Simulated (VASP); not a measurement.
# MgS in VASP: further runs, part 2 of 2

VASP 6.6.1. Earlier steps stand in the parts before.

### 5 Single point, PBE0

This run uses another cell than the first one, of 22.74 Å³/atom.

POSCAR reads:

```
MgS
1.0
    0.0000000000      2.8331200450      2.8331200450
    2.8331200450      0.0000000000      2.8331200450
    2.8331200450      2.8331200450      0.0000000000
S Mg
1 1
Direct
    0.7500000000      0.7500000000      0.7500000000
    0.0000000000      0.0000000000      0.0000000000
```

INCAR.step1 reads:

```
SYSTEM = MgS
ALGO = Normal
EDIFF = 1E-5
ENCUT = 520
GGA = PE
GGA_COMPAT = .FALSE.
ISIF = 2
ISMEAR = -1
LASPH = .TRUE.
LCHARG = .FALSE.
LREAL = .FALSE.
LWAVE = .TRUE.
NBANDS = 11
NELM = 120
PREC = Accurate
SIGMA = 0.1
```

INCAR.step2 reads:

```
SYSTEM = MgS
AEXX = 0.25
ALGO = Normal
EDIFF = 1E-6
ENCUT = 520
GGA = PE
GGA_COMPAT = .FALSE.
ISIF = 2
ISMEAR = -1
ISTART = 1
LASPH = .TRUE.
LCHARG = .FALSE.
LHFCALC = .TRUE.
LREAL = .FALSE.
LWAVE = .FALSE.
NBANDS = 11
NELM = 120
PREC = Accurate
PRECFOCK = Normal
SIGMA = 0.1
```

KPOINTS reads:

```
k-points
0
G
  5 5 5
  0 0 0
```

Potentials or basis: VASP PAW PBE potentials, release 64 (S, Mg).

Command:

```sh
> cat potpaw_PBE.64/S/POTCAR potpaw_PBE.64/Mg/POTCAR > POTCAR
> cp INCAR.step1 INCAR
> mpirun -np 1 vasp_std > vasp.out
> cp INCAR.step2 INCAR
> mpirun -np 1 vasp_std > vasp.out
```

OUTCAR:

```text
SYSTEM = MgS
   AEXX = 0.25
   EDIFF = 1E-6
   ENCUT = 520
   GGA = PE
   ISIF = 2
   ISMEAR = -1
   ISTART = 1
   LASPH = .TRUE.
   LHFCALC = .TRUE.
   LREAL = .FALSE.
   NELM = 120
   PREC = Accurate
   PRECFOCK = Normal

 ion  position               nearest neighbor table
   1  0.750  0.750  0.750-   2 2.45   2 2.45   2 2.45   2 2.45
   2  0.000  0.000  0.000-   1 2.45   1 2.45   1 2.45   1 2.45

  LATTYP: Found a face centered cubic cell.
 ALAT       =     5.6662400900

  Lattice vectors:

 A1 = (   0.0000000000,   2.8331200450,   2.8331200450)
 A2 = (   2.8331200450,   0.0000000000,   2.8331200450)
 A3 = (   2.8331200450,   2.8331200450,   0.0000000000)

Analysis of symmetry for initial positions (statically):
=====================================================================
 Subroutine PRICEL returns:
 Original cell was already a primitive cell.

 Routine SETGRP: Setting up the symmetry group for a
 face centered cubic supercell.

 Subroutine GETGRP returns: Found 24 space group operations
 (whereof 24 operations were pure point group operations)
 out of a pool of 48 trial point group operations.

The static configuration has the point symmetry T_d .

Analysis of symmetry for dynamics (positions and initial velocities):
=====================================================================
 Subroutine PRICEL returns:
 Original cell was already a primitive cell.

 Routine SETGRP: Setting up the symmetry group for a
 face centered cubic supercell.

 Subroutine GETGRP returns: Found 24 space group operations
 (whereof 24 operations were pure point group operations)
 out of a pool of 48 trial point group operations.

The dynamic configuration has the point symmetry T_d .

 Subroutine INISYM returns: Found 24 space group operations
 (whereof 24 operations are pure point group operations),
 and found     1 'primitive' translations

----------------------------------------------------------------------------------------

                                     Primitive cell

  volume of cell :      45.4805

  direct lattice vectors                    reciprocal lattice vectors
     0.000000000  2.833120045  2.833120045    -0.176483874  0.176483874  0.176483874
     2.833120045  0.000000000  2.833120045     0.176483874 -0.176483874  0.176483874
     2.833120045  2.833120045  0.000000000     0.176483874  0.176483874 -0.176483874

  length of vectors
     4.006636791  4.006636791  4.006636791     0.305679036  0.305679036  0.305679036

  position of ions in fractional coordinates (direct lattice)
     0.750000000  0.750000000  0.750000000
     0.000000000  0.000000000  0.000000000

  ion indices of the primitive-cell ions
   primitive index   ion index
                 1           1
                 2           2

----------------------------------------------------------------------------------------

 KPOINTS: k-points

Automatic generation of k-mesh.
 Grid dimensions read from file:
 generate k-points for:    5    5    5

 Generating k-lattice:

  Cartesian coordinates                     Fractional coordinates (reciprocal lattice)
    -0.035296775  0.035296775  0.035296775     0.200000000  0.000000000  0.000000000
[... 30 lines left out ...]
   dimension x,y,z NGXF=    60 NGYF=   60 NGZF=   60
   ions per type =               1   1
   NGX,Y,Z   is equivalent  to a cutoff of  12.45, 12.45, 12.45 a.u.
   NGXF,Y,Z  is equivalent  to a cutoff of  24.90, 24.90, 24.90 a.u.
 SYSTEM =  MgS
   PREC   = accura    normal or accurate (medium, high low for compatibility)
   ISTART =      1    job   : 0-new  1-cont  2-samecut
   ICHARG =      0    charge: 1-file 2-atom 10-const
   ISPIN  =      1    spin polarized calculation?
   LNONCOLLINEAR =      F non collinear calculations
   LSORBIT =      F    spin-orbit coupling
   LASPH  =      T    aspherical Exc in radial PAW
   ENCUT  =  520.0 eV  38.22 Ry    6.18 a.u.   7.45  7.45  7.45*2*pi/ulx,y,z
   NELM   =    120;   NELMIN=  2; NELMDL=  0     # of ELM steps
   EDIFF  = 0.1E-05   stopping-criterion for ELM
   LREAL  =      F    real-space projection
   EDIFFG = 0.1E-04   stopping-criterion for IOM
   NSW    =      0    number of steps for IOM
   IBRION =     -1    ionic relax: 0-MD 1-quasi-New 2-CG
   NFREE  =      0    steps in history (QN), initial steepest desc. (CG)
   ISIF   =      2    stress and relaxation
   ISYM   =      3    0-nonsym 1-usesym 2-fastsym
   POTIM  = 0.5000    time-step for ionic-motion
   TEBEG  =    0.0;   TEEND  =   0.0 temperature during run
   PSTRESS=    0.0 pullay stress
   NELECT =       8.0000    total number of electrons
   NUPDOWN=      -1.0000    fix difference up-down
   EMIN   =  10.00;   EMAX   =-10.00  energy-range for DOS
   EFERMI =   0.00;   METHOD = LEGACY
   ISMEAR =    -1;   SIGMA  =   0.10  broadening in eV -4-tet -1-fermi 0-gaus
   EFERMI_NEDOS =   21; number of points for ismear=-14 and -15
   IALGO  =     38    algorithm
   IMIX   =      1    mixing-type and parameters
     AMIX     =   0.40;   BMIX     =  1.00
     AMIX_MAG =   1.60;   BMIX_MAG =  1.00
  volume/ion in A,a.u.               =      22.74       153.46
  Fermi-wavevector in a.u.,A,eV,Ry     =   0.917269  1.733386 11.447692  0.841382
  Thomas-Fermi vector in A             =   2.042218
   LORBIT       =      0    0 simple, 1 ext, 2 COOP (PROOUT), +10 PAW based schemes
   GGA     = PE    functional components
   LHFCALC =     T    Hartree Fock is set to
   PRECFOCK=normal    Normal, Fast or Accurate (Low or Medium for compatibility)
   ENCUT4O =  -1.0   cutoff for four orbital integrals eV
   NKREDX  =     1    reduce k-point grid by
   NKREDY  =     1    reduce k-point grid by
   NKREDZ  =     1    reduce k-point grid by
   AEXX    =    0.2500 exact exchange contribution
   HFSCREEN=    0.0000 screening length (either q_TF or 0.3 A-1)
   HFSCREENC=   0.0000 screening length for correlation (either q_TF or 0.3 A-1)
   ENCUTFOCK=  -1.0 apply spherical cutoff to Coloumb kernel
   IVDW    =     0    specifies the selected vdW correction
   LEPSILON=     F    determine dielectric tensor
   LRPA    =     F    only Hartree local field effects (RPA)
 non-spin polarized calculation
  energy-cutoff  :      520.00
  volume of cell :       45.48
 maximum number of plane-waves:      1243
 NGX is ok and might be reduce to    30
  NGX = 24; NGY = 24; NGZ = 24

 number of electron       8.0000001 magnetization

 Free energy of the ion-electron system (eV)
  ---------------------------------------------------
  ext. energy  EPLUGINS =         0.00000000
  ---------------------------------------------------
  free energy    TOTEN  =       -10.40633970 eV

  energy without entropy =      -10.40633970  energy(sigma->0) =      -10.40633970

 E-fermi :   2.1468     XC(G=0):  -6.6362

 val. band max:       -0.0737312779   @ k =   0.0000   0.0000   0.0000
 cond. band min:       5.1335681385   @ k =   0.0000   0.0000   0.0000
 fundamental gap:      5.2072994164
 Fermi energy:         2.1467651210

 k-point     1 :       0.0000    0.0000    0.0000
  band No.  band energies     occupation
      1     -12.5335      2.00000
      2      -0.0737      2.00000
      3      -0.0737      2.00000
      4      -0.0737      2.00000
      5       5.1336      0.00000
      6       9.8700      0.00000
      7       9.8700      0.00000
      8       9.8700      0.00000
      9      12.8998      0.00000
     10      12.8998      0.00000
     11      15.6936      0.00000
[... 113 lines left out ...]
 k-point    10 :      -0.4000    0.4000    0.2000
  band No.  band energies     occupation
      1     -11.6016      2.00000
      2      -2.7580      2.00000
      3      -1.8621      2.00000
      4      -1.1563      2.00000
      5       7.2589      0.00000
      6       9.2681      0.00000
      7       9.6343      0.00000
      8      11.8456      0.00000
      9      13.7059      0.00000
     10      14.9110      0.00000
     11      17.4875      0.00000

------------------------ aborting loop because EDIFF is reached ----------------------------------------

  FORCE on cell =-STRESS in cart. coord.  units (eV):
  Direction    XX          YY          ZZ          XY          YZ          ZX
  --------------------------------------------------------------------------------------
  -------------------------------------------------------------------------------------
  Total       -0.1044051     -0.1044051     -0.1044051     -0.0000000     -0.0000000      0.0000000
  in kB       -3.6779622     -3.6779622     -3.6779622     -0.0000000     -0.0000000      0.0000000
  external PRESSURE =      -3.6779622 kB  Pullay stress =       0.0000000 kB

 VOLUME and BASIS-vectors are now :
 -----------------------------------------------------------------------------
  energy-cutoff  :      520.00
  volume of cell :       45.48
      direct lattice vectors                 reciprocal lattice vectors
     0.000000000  2.833120045  2.833120045    -0.176483874  0.176483874  0.176483874
     2.833120045  0.000000000  2.833120045     0.176483874 -0.176483874  0.176483874
     2.833120045  2.833120045  0.000000000     0.176483874  0.176483874 -0.176483874

 POSITION                                       TOTAL-FORCE (eV/Angst)
 -----------------------------------------------------------------------------------
      4.24968      4.24968      4.24968        -0.000000     -0.000000     -0.000000
      0.00000      0.00000      0.00000         0.000000      0.000000      0.000000
 -----------------------------------------------------------------------------------
    total drift:                               -0.000000      0.000000     -0.000000

  FREE ENERGIE OF THE ION-ELECTRON SYSTEM (eV)
  ---------------------------------------------------
  free  energy   TOTEN  =       -10.4063397045 eV

  energy  without entropy=      -10.4063397044  energy(sigma->0) =      -10.40633970
```

It took 1.9 min on 1 thread of Intel Xeon 6975P-C (Granite Rapids), shared host; peak memory 0.18 GiB.

What came out:

```
Free energy            : -10.4063 eV
Pressure               : -0.4 GPa
Band gap on the k mesh : 5.21 eV
```

Levels at points of the mesh, in eV from the valence-band top:
| k point | band 1 | band 2 | band 3 | band 4 | band 5 | band 6 | band 7 | band 8 |
| --- | --- | --- | --- | --- | --- | --- | --- | --- |
| (0.00, 0.00, 0.00) | -12.46 | 0.00 | 0.00 | 0.00 | 5.21 | 9.94 | 9.94 | 9.94 |

Caveat: the PAW data sets were made with another functional, which shifts forces and pressure a little.

### 6 Single point, PBE+D3(BJ) (the cell strained at random)

INCAR reads:

```
PREC     = Accurate       # precision mode
ENCUT    = 520            # plane-wave cutoff, eV
EDIFF    = 1E-6           # SCF threshold, eV
ISMEAR   = 0              # smearing method
SIGMA    = 0.01           # smearing width, eV
LREAL    = False          # projectors in reciprocal space
LASPH    = True           # aspherical terms in the spheres
NELM     = 80             # most SCF steps
ALGO     = Normal         # electronic algorithm
ISIF     = 2              # what is computed and relaxed
LWAVE    = False          # write WAVECAR
LCHARG   = False          # write CHGCAR
GGA      = PE             # functional
IVDW     = 12             # dispersion correction
NBANDS   = 11             # bands
```

KPOINTS reads:

```
regular mesh
0
Gamma
  8 8 8
```

POSCAR reads:

```
MgS
1.0
   -0.0000773049      2.8168337775      2.8150999635
    2.8086589666      0.0001259387      2.8149170720
    2.8085077371      2.8165832740      0.0002424161
S Mg
1 1
Direct
    0.2500186900      0.2499950755      0.2499747398
   -0.0000186900      0.0000049245      0.0000252602
```

Potentials or basis: VASP PAW PBE potentials, release 64 (S, Mg).

Command:

```sh
> cat potpaw_PBE.64/S/POTCAR potpaw_PBE.64/Mg/POTCAR > POTCAR
> mpirun -np 1 vasp_std > vasp.out
```

OUTCAR:

```text
PREC = Accurate
   ENCUT = 520
   EDIFF = 1E-6
   ISMEAR = 0
   LREAL = False
   LASPH = True
   NELM = 80
   ISIF = 2
   GGA = PE
   IVDW = 12
 IVDW          = 12

 ion  position               nearest neighbor table
   1  0.250  0.250  0.250-   2 2.44   2 2.44   2 2.44   2 2.44
   2  1.000  0.000  0.000-   1 2.44   1 2.44   1 2.44   1 2.44

  LATTYP: Found a base centered monoclinic cell.
 ALAT       =    30.2593491791
 B/A-ratio  =     0.1861669628
 C/A-ratio  =     0.2935849403
 COS(beta)  =    -0.9982685543

  Lattice vectors:

 A1 = ( -14.0430696789,  -2.8167105866,  -5.6301360847)
 A2 = ( -14.0432982133,   2.8165805262,  -5.6297107771)
 A3 = (   8.4259029752,   0.0000013739,   2.8149765966)

Analysis of symmetry for initial positions (statically):
=====================================================================
 Subroutine PRICEL returns:
 Original cell was already a primitive cell.

 Routine SETGRP: Setting up the symmetry group for a
 base centered monoclinic supercell.

 Subroutine GETGRP returns: Found  1 space group operations
 (whereof  1 operations were pure point group operations)
 out of a pool of  4 trial point group operations.

The static configuration has the point symmetry C_1 .

Analysis of symmetry for dynamics (positions and initial velocities):
=====================================================================
 Subroutine PRICEL returns:
 Original cell was already a primitive cell.

 Routine SETGRP: Setting up the symmetry group for a
 base centered monoclinic supercell.

 Subroutine GETGRP returns: Found  1 space group operations
 (whereof  1 operations were pure point group operations)
 out of a pool of  4 trial point group operations.

The dynamic configuration has the point symmetry C_1 .

 Subroutine INISYM returns: Found  1 space group operations
 (whereof  1 operations are pure point group operations),
 and found     1 'primitive' translations

----------------------------------------------------------------------------------------

[... 121 lines left out ...]
   LEPSILON=     F    determine dielectric tensor
   LRPA    =     F    only Hartree local field effects (RPA)
 non-spin polarized calculation
 Gauss-broadening in eV      SIGMA  =   0.01
  energy-cutoff  :      520.00
  volume of cell :       44.54
 maximum number of plane-waves:      1243
 NGX is ok and might be reduce to    30
   NGX = 15   NGY = 15   NGZ = 15

 number of electron       8.0000001 magnetization

 Free energy of the ion-electron system (eV)
  ---------------------------------------------------
  ext. energy  EPLUGINS =         0.00000000
  ---------------------------------------------------
  free energy    TOTEN  =        -8.46269106 eV

  energy without entropy =       -8.46269106  energy(sigma->0) =       -8.46269106

 E-fermi :   1.2819     XC(G=0):  -8.4618

 val. band max:        1.1845691938   @ k =   0.0000   0.0000   0.0000
 cond. band min:       4.7318251769   @ k =   0.0000   0.0000   0.0000
 fundamental gap:      3.5472559830
 Fermi energy:         1.2818508998

 k-point     1 :       0.0000    0.0000    0.0000
  band No.  band energies     occupation
      1     -10.1492      2.00000
      2       1.1770      2.00000
      3       1.1789      2.00000
      4       1.1846      2.00000
      5       4.7318      0.00000
      6       9.1764      0.00000
      7       9.1783      0.00000
      8       9.1800      0.00000
      9      12.0282      0.00000
     10      12.0718      0.00000
     11      15.0590      0.00000
[... 309 lines left out ...]
 k-point    24 :       0.2500    0.3750    0.0000
  band No.  band energies     occupation
      1      -9.5083      2.00000
      2      -1.1460      2.00000
      3       0.3012      2.00000
      4       0.4571      2.00000
      5       6.2870      0.00000
      6       7.7241      0.00000
      7       9.6559      0.00000
      8      10.9505      0.00000
      9      12.0532      0.00000
     10      14.0298      0.00000
     11      16.0235      0.00000

 [... further k-points ...]

------------------------ aborting loop because EDIFF is reached ----------------------------------------

 Edisp (eV)   -0.55237

 E8    (eV) :    -0.2219

  FORCE on cell =-STRESS in cart. coord.  units (eV):
  Direction    XX          YY          ZZ          XY          YZ          ZX
  --------------------------------------------------------------------------------------
  -------------------------------------------------------------------------------------
  Total      -0.03277    -0.04778    -0.04441     0.00047    -0.00110    -0.00013
  in kB      -1.17877    -1.71894    -1.59773     0.01681    -0.03944    -0.00458
  external pressure =       -1.50 kB  Pullay stress =        0.00 kB

 VOLUME and BASIS-vectors are now :
 -----------------------------------------------------------------------------
  energy-cutoff  :      520.00
  volume of cell :       44.54
      direct lattice vectors                 reciprocal lattice vectors
    -0.000077305  2.816833777  2.815099963    -0.178021190  0.177495491  0.177617473
     2.808658967  0.000125939  2.814917072     0.178017425 -0.177522313  0.177636537
     2.808507737  2.816583274  0.000242416     0.178029063  0.177536757 -0.177641213

 POSITION                                       TOTAL-FORCE (eV/Angst)
 -----------------------------------------------------------------------------------
      1.40419      1.40837      1.40760         0.000042      0.000060     -0.000037
      0.00001      2.81685      2.81506        -0.000042     -0.000060      0.000037
 -----------------------------------------------------------------------------------
    total drift:                                0.000000      0.000000     -0.000000

  FREE ENERGIE OF THE ION-ELECTRON SYSTEM (eV)
  ---------------------------------------------------
  free  energy   TOTEN  =        -9.0150658035 eV

  energy  without entropy=       -9.0150658035  energy(sigma->0) =       -9.01506580
```

It took 64 s on 1 thread of Intel Xeon Platinum 8488C (Sapphire Rapids), shared host; peak memory 0.28 GiB.

What came out:

| Property | Result |
| --- | --- |
| Free energy | -9.0151 eV |
| Pressure | -0.1 GPa |
| Band gap on the k mesh | 3.55 eV |
| Dispersion energy per atom | -0.276 eV |

Caveat: the cell differs from its parent crystal (the cell strained at random). A k mesh can miss the band edges.

### 7 Overview

| level | cell | k mesh | cutoff (eV) | smearing | grid for exact exchange (PRECFOCK) | share of exact exchange | gap on the mesh (eV) | pressure (GPa) |
| --- | --- | --- | --- | --- | --- | --- | --- | --- |
| PBE+D3(BJ) | a = 3.982, b = 3.977, c = 3.978 Å, angles 60.1, 59.9, 60.0°, 2 atoms | 6 × 6 × 6 | 520 | gaussian 0.01 eV | - | - | 3.55 | -0.1 |
| PBE | a = 4.007 Å, angles 60.0°, 2 atoms | 8 × 8 × 8 | 600 | methfessel-paxton 0.15 eV | - | - | 3.45 | 0.8 |
| r2SCAN+rVV10 | a = 4.007 Å, angles 60.0°, 2 atoms | 8 × 8 × 8 | 660 | gaussian 0.1 eV | - | - | 4.05 | -0.8 |
| PBE0 | a = 4.007 Å, angles 60.0°, 2 atoms | 5 × 5 × 5 | 520 | fermi-dirac 0.1 eV | Normal | 0.25 | 5.21 | -0.4 |
| PBE+D3(BJ) | a = 3.982, b = 3.976, c = 3.978 Å, angles 60.1, 59.9, 60.0°, 2 atoms | 8 × 8 × 8 | 520 | gaussian 0.01 eV | - | - | 3.55 | -0.1 |

Alike in all rows: task single point; potentials or basis VASP PAW PBE potentials, release 64 (S, Mg); no spin polarisation.

Caveats: the PAW data sets were made with another functional, which shifts forces and pressure a little (at least some runs).

Absolute energies hang on the potentials; compare differences alone.
